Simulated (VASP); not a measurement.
# InTe4W (P4/mmm) in VASP: further runs

The runs below take InTe4W through single point, relaxation of cell and atoms, with PBE.

Everything below comes from runs of VASP 6.6.1. Logs are shortened: lines on timing, memory, paths and dates and some standing lists are left out, and cuts for length are marked.

## 1. The cell of the first run

It takes space group P4/mmm (No. 123, tetragonal). Conventional cell: a = 3.312 Å, b = 3.312 Å, c = 14.932 Å, α = 90.00°, β = 90.00°, γ = 90.00°. In (site symmetry 4/mmm) has 8 Te at 3.31 Å and 4 In at 3.31 Å within 4.4 Å. Te (site symmetry 4mm) has 4 In at 3.31 Å and 8 Te at 3.31 to 4.17 Å within 4.4 Å. Te (site symmetry 4mm) has 4 W at 2.88 Å and 5 Te at 3.31 to 3.36 Å within 3.8 Å. W (site symmetry 4/mmm) has 8 Te at 2.88 Å and 4 W at 3.31 Å within 3.8 Å.

The cell was built from a structure type or drawn by symmetry, and may not be a known phase.

## 2. Single point, PBE

INCAR

```
SYSTEM = InTe4W
ALGO     = Normal         ! electronic algorithm
EDIFF    = 1E-6           ! SCF threshold, eV
ENCUT    = 520            ! plane-wave cutoff, eV
GGA      = PE             ! functional
ISIF     = 2              ! what is computed and relaxed
ISMEAR   = 0              ! smearing method
LASPH    = .TRUE.         ! aspherical terms in the spheres
LCHARG   = .FALSE.        ! write CHGCAR
LREAL    = .FALSE.        ! projectors in reciprocal space
LWAVE    = .FALSE.        ! write WAVECAR
NBANDS   = 34             ! bands
NELM     = 80             ! most SCF steps
PREC     = Accurate       ! precision mode
SIGMA    = 0.1            ! smearing width, eV
```

KPOINTS

```
k-points
0
G
  4 4 2
  0 0 0
```

POSCAR

```
InTe4W
1.0
    3.3121492325      0.0000000000      0.0000000000
    0.0000000000      3.3121492325      0.0000000000
    0.0000000000      0.0000000000     14.9318062044
In Te W
1 4 1
Direct
    0.0000000000      0.0000000000      0.0000000000
    0.5000000000      0.5000000000      0.1567136351
    0.0000000000      0.0000000000      0.6124714406
    0.0000000000      0.0000000000      0.3875285594
    0.5000000000      0.5000000000      0.8432863649
    0.5000000000      0.5000000000      0.5000000000
```

Potentials or basis: VASP PAW PBE potentials, release 64 (In_d, Te, W_sv).

Command:

```bash
$ cat potpaw_PBE.64/In_d/POTCAR potpaw_PBE.64/Te/POTCAR potpaw_PBE.64/W_sv/POTCAR > POTCAR
$ mpirun -np 1 vasp_std > vasp.out
```

OUTCAR:

```text
SYSTEM = InTe4W
   EDIFF = 1E-6
   ENCUT = 520
   GGA = PE
   ISIF = 2
   ISMEAR = 0
   LASPH = .TRUE.
   LREAL = .FALSE.
   NELM = 80
   PREC = Accurate

 ion  position               nearest neighbor table
   1  0.000  0.000  0.000-   2 3.31   5 3.31   2 3.31   5 3.31   2 3.31   5 3.31   2 3.31   5 3.31

   2  0.500  0.500  0.157-   1 3.31   1 3.31   1 3.31   1 3.31
   3  0.000  0.000  0.612-   6 2.88   6 2.88   6 2.88   6 2.88   4 3.36
   4  0.000  0.000  0.388-   6 2.88   6 2.88   6 2.88   6 2.88   3 3.36
   5  0.500  0.500  0.843-   1 3.31   1 3.31   1 3.31   1 3.31
   6  0.500  0.500  0.500-   3 2.88   4 2.88   3 2.88   4 2.88   3 2.88   4 2.88   3 2.88   4 2.88

  LATTYP: Found a simple tetragonal cell.
 ALAT       =     3.3121492325
 C/A-ratio  =     4.5081924624

  Lattice vectors:

 A1 = (   3.3121492325,   0.0000000000,   0.0000000000)
 A2 = (   0.0000000000,   3.3121492325,   0.0000000000)
 A3 = (   0.0000000000,   0.0000000000,  14.9318062044)

Analysis of symmetry for initial positions (statically):
=====================================================================
 Subroutine PRICEL returns:
 Original cell was already a primitive cell.

 Routine SETGRP: Setting up the symmetry group for a
 simple tetragonal supercell.

 Subroutine GETGRP returns: Found 16 space group operations
 (whereof 16 operations were pure point group operations)
 out of a pool of 16 trial point group operations.

The static configuration has the point symmetry D_4h.

Analysis of symmetry for dynamics (positions and initial velocities):
=====================================================================
 Subroutine PRICEL returns:
 Original cell was already a primitive cell.

 Routine SETGRP: Setting up the symmetry group for a
 simple tetragonal supercell.

 Subroutine GETGRP returns: Found 16 space group operations
 (whereof 16 operations were pure point group operations)
 out of a pool of 16 trial point group operations.

The dynamic configuration has the point symmetry D_4h.

 Subroutine INISYM returns: Found 16 space group operations
 (whereof 16 operations are pure point group operations),
 and found     1 'primitive' translations

----------------------------------------------------------------------------------------

                                     Primitive cell

  volume of cell :     163.8069

  direct lattice vectors                    reciprocal lattice vectors
     3.312149232  0.000000000  0.000000000     0.301918763  0.000000000  0.000000000
     0.000000000  3.312149232  0.000000000     0.000000000  0.301918763  0.000000000
     0.000000000  0.000000000 14.931806204     0.000000000  0.000000000  0.066971134

  length of vectors
     3.312149232  3.312149232 14.931806204     0.301918763  0.301918763  0.066971134

  position of ions in fractional coordinates (direct lattice)
     0.000000000  0.000000000  0.000000000
     0.500000000  0.500000000  0.156713635
     0.000000000  0.000000000  0.612471441
     0.000000000  0.000000000  0.387528559
     0.500000000  0.500000000  0.843286365
     0.500000000  0.500000000  0.500000000

  ion indices of the primitive-cell ions
   primitive index   ion index
                 1           1
                 2           2
                 3           3
                 4           4
                 5           5
                 6           6

----------------------------------------------------------------------------------------

 KPOINTS: k-points

Automatic generation of k-mesh.
 Grid dimensions read from file:
 generate k-points for:    4    4    2

 Generating k-lattice:

  Cartesian coordinates                     Fractional coordinates (reciprocal lattice)
     0.075479691  0.000000000  0.000000000     0.250000000  0.000000000  0.000000000
     0.000000000  0.075479691  0.000000000     0.000000000  0.250000000  0.000000000
     0.000000000  0.000000000  0.033485567     0.000000000  0.000000000  0.500000000

  Length of vectors
     0.075479691  0.075479691  0.033485567

  Shift w.r.t. Gamma in fractional coordinates (k-lattice)
     0.000000000  0.000000000  0.000000000

 Subroutine IBZKPT returns following result:
 ===========================================

 Found     12 irreducible k-points:

 Following reciprocal coordinates:
            Coordinates               Weight
  0.000000  0.000000  0.000000      1.000000
  0.250000  0.000000  0.000000      4.000000
  0.500000  0.000000  0.000000      2.000000
  0.250000  0.250000  0.000000      4.000000
  0.500000  0.250000  0.000000      4.000000
  0.500000  0.500000  0.000000      1.000000
  0.000000  0.000000  0.500000      1.000000
  0.250000  0.000000  0.500000      4.000000
  0.500000  0.000000  0.500000      2.000000
  0.250000  0.250000  0.500000      4.000000
  0.500000  0.250000  0.500000      4.000000
  0.500000  0.500000  0.500000      1.000000
   k-points           NKPTS =     12   k-points in BZ     NKDIM =     12   number of bands    NBANDS=     34
   number of dos      NEDOS =    301   number of ions     NIONS =      6
   total plane-waves  NPLWV =  87808
   dimension x,y,z NGX =    28 NGY =   28 NGZ =  112
   dimension x,y,z NGXF=    56 NGYF=   56 NGZF=  224
   ions per type =               1   4   1
   NGX,Y,Z   is equivalent  to a cutoff of  14.05, 14.05, 12.47 a.u.
   NGXF,Y,Z  is equivalent  to a cutoff of  28.11, 28.11, 24.94 a.u.
 SYSTEM =  InTe4W
   PREC   = accura    normal or accurate (medium, high low for compatibility)
   ISTART =      0    job   : 0-new  1-cont  2-samecut
   ICHARG =      2    charge: 1-file 2-atom 10-const
   ISPIN  =      1    spin polarized calculation?
   LNONCOLLINEAR =      F non collinear calculations
   LSORBIT =      F    spin-orbit coupling
   LASPH  =      T    aspherical Exc in radial PAW
   ENCUT  =  520.0 eV  38.22 Ry    6.18 a.u.   6.16  6.16 27.76*2*pi/ulx,y,z
   NELM   =     80;   NELMIN=  2; NELMDL= -5     # of ELM steps
   EDIFF  = 0.1E-05   stopping-criterion for ELM
   LREAL  =      F    real-space projection
   EDIFFG = 0.1E-04   stopping-criterion for IOM
   NSW    =      0    number of steps for IOM
   IBRION =     -1    ionic relax: 0-MD 1-quasi-New 2-CG
   NFREE  =      0    steps in history (QN), initial steepest desc. (CG)
   ISIF   =      2    stress and relaxation
   ISYM   =      2    0-nonsym 1-usesym 2-fastsym
   POTIM  = 0.5000    time-step for ionic-motion
   TEBEG  =    0.0;   TEEND  =   0.0 temperature during run
   PSTRESS=    0.0 pullay stress
   NELECT =      51.0000    total number of electrons
   NUPDOWN=      -1.0000    fix difference up-down
   EMIN   =  10.00;   EMAX   =-10.00  energy-range for DOS
   EFERMI =   0.00;   METHOD = LEGACY
   ISMEAR =     0;   SIGMA  =   0.10  broadening in eV -4-tet -1-fermi 0-gaus
   EFERMI_NEDOS =   21; number of points for ismear=-14 and -15
   IALGO  =     38    algorithm
   IMIX   =      4    mixing-type and parameters
     AMIX     =   0.40;   BMIX     =  1.00
     AMIX_MAG =   1.60;   BMIX_MAG =  1.00
  volume/ion in A,a.u.               =      27.30       184.24
  Fermi-wavevector in a.u.,A,eV,Ry     =   1.109569  2.096781 16.750712  1.231143
  Thomas-Fermi vector in A             =   2.246110
   LORBIT       =      0    0 simple, 1 ext, 2 COOP (PROOUT), +10 PAW based schemes
   GGA     = PE    functional components
   LHFCALC =     F    Hartree Fock is set to
   AEXX    =    0.0000 exact exchange contribution
   IVDW    =     0    specifies the selected vdW correction
   LEPSILON=     F    determine dielectric tensor
   LRPA    =     F    only Hartree local field effects (RPA)
 non-spin polarized calculation
 Gauss-broadening in eV      SIGMA  =   0.10
  energy-cutoff  :      520.00
  volume of cell :      163.81
 maximum number of plane-waves:      4464
 NGX is ok and might be reduce to    28
   NGX = 13   NGY = 13   NGZ = 55

 number of electron      51.0000008 magnetization

 Free energy of the ion-electron system (eV)
  ---------------------------------------------------
  ext. energy  EPLUGINS =         0.00000000
  ---------------------------------------------------
  free energy    TOTEN  =       -27.84443942 eV

  energy without entropy =      -27.82624173  energy(sigma->0) =      -27.83534057

 E-fermi :   7.6451     XC(G=0): -10.0942

 val. band max:        7.6356768621   @ k =   0.0000   0.0000   0.5000
 cond. band min:       7.7189223638   @ k =   0.2500   0.0000   0.5000
 fundamental gap:      0.0832455018
 Fermi energy:         7.6451095796

 k-point     1 :       0.0000    0.0000    0.0000
  band No.  band energies     occupation
      1     -66.7452      2.00000
      2     -30.9535      2.00000
      3     -30.9535      2.00000
      4     -30.8350      2.00000
      5      -7.2961      2.00000
      6      -7.1178      2.00000
[... 26 lines left out ...]
     33      12.5998      0.00000
     34      13.1803      0.00000

 k-point     2 :       0.2500    0.0000    0.0000
  band No.  band energies     occupation
      1     -66.7429      2.00000
      2     -31.0267      2.00000
      3     -30.9471      2.00000
      4     -30.8258      2.00000
      5      -7.2136      2.00000
      6      -7.0644      2.00000
[... 26 lines left out ...]
     33      11.9578      0.00000
     34      12.2620      0.00000

 k-point     3 :       0.5000    0.0000    0.0000
  band No.  band energies     occupation
      1     -66.7406      2.00000
      2     -31.0988      2.00000
      3     -30.9407      2.00000
      4     -30.8166      2.00000
      5      -7.1751      2.00000
      6      -7.1560      2.00000
[... 26 lines left out ...]
     33      11.4951      0.00000
     34      11.7356      0.00000
[... 260 lines left out ...]
 k-point    11 :       0.5000    0.2500    0.5000
  band No.  band energies     occupation
      1     -66.7384      2.00000
      2     -31.0885      2.00000
      3     -31.0098      2.00000
      4     -30.8087      2.00000
      5      -7.1196      2.00000
      6      -7.1167      2.00000
[... 26 lines left out ...]
     33      10.5677      0.00000
     34      10.6610      0.00000

 k-point    12 :       0.5000    0.5000    0.5000
  band No.  band energies     occupation
      1     -66.7361      2.00000
      2     -31.0781      2.00000
      3     -31.0781      2.00000
      4     -30.8008      2.00000
      5      -7.2049      2.00000
      6      -7.0852      2.00000
[... 26 lines left out ...]
     33       9.8956      0.00000
     34      10.1329      0.00000

------------------------ aborting loop because EDIFF is reached ----------------------------------------

  FORCE on cell =-STRESS in cart. coord.  units (eV):
  Direction    XX          YY          ZZ          XY          YZ          ZX
  --------------------------------------------------------------------------------------
  -------------------------------------------------------------------------------------
  Total        0.2010843      0.2010843      0.1817624      0.0000000     -0.0000000      0.0000000
  in kB        1.9667834      1.9667834      1.7777983      0.0000000     -0.0000000      0.0000000
  external PRESSURE =       1.9037883 kB  Pullay stress =       0.0000000 kB

 VOLUME and BASIS-vectors are now :
 -----------------------------------------------------------------------------
  energy-cutoff  :      520.00
  volume of cell :      163.81
      direct lattice vectors                 reciprocal lattice vectors
     3.312149232  0.000000000  0.000000000     0.301918763  0.000000000  0.000000000
     0.000000000  3.312149232  0.000000000     0.000000000  0.301918763  0.000000000
     0.000000000  0.000000000 14.931806204     0.000000000  0.000000000  0.066971134

 POSITION                                       TOTAL-FORCE (eV/Angst)
 -----------------------------------------------------------------------------------
      0.00000      0.00000      0.00000         0.000000     -0.000000     -0.000000
      1.65607      1.65607      2.34002         0.000000      0.000000     -0.029763
      0.00000      0.00000      9.14530         0.000000      0.000000      0.008628
      0.00000      0.00000      5.78650        -0.000000     -0.000000     -0.008628
      1.65607      1.65607     12.59179         0.000000     -0.000000      0.029763
      1.65607      1.65607      7.46590         0.000000     -0.000000     -0.000000
 -----------------------------------------------------------------------------------
    total drift:                               -0.000000      0.000000      0.000000

  FREE ENERGIE OF THE ION-ELECTRON SYSTEM (eV)
  ---------------------------------------------------
  free  energy   TOTEN  =       -27.8444394218 eV

  energy  without entropy=      -27.8262417255  energy(sigma->0) =      -27.83534057
```

It took 44 s on 1 thread of Intel Xeon 6975P-C (Granite Rapids), shared host; peak memory 0.31 GiB.

Results:

| Property | Result |
| --- | --- |
| Free energy | -27.8444 eV |
| Pressure | 0.2 GPa |
| Largest force | 0.030 eV/Å |
| Band gap on the k mesh | zero (an odd number of electrons rules out a gap without spin polarisation) |

Forces on the atoms (eV/Å):
```
In   0.000  0.000  0.000
Te   0.000  0.000 -0.030
Te   0.000  0.000  0.009
Te   0.000  0.000 -0.009
Te   0.000  0.000  0.030
W    0.000  0.000  0.000
```

Caveat: the k points lie up to 0.47 Å⁻¹ apart, too coarse for converged energies and pressures of a metal; spin-orbit coupling is left out, which moves the levels of the heavy elements; this functional lacks dispersion, which binds the layers, so the pressure and a relaxed spacing across them are unreliable.

[end of part 1 of 3]
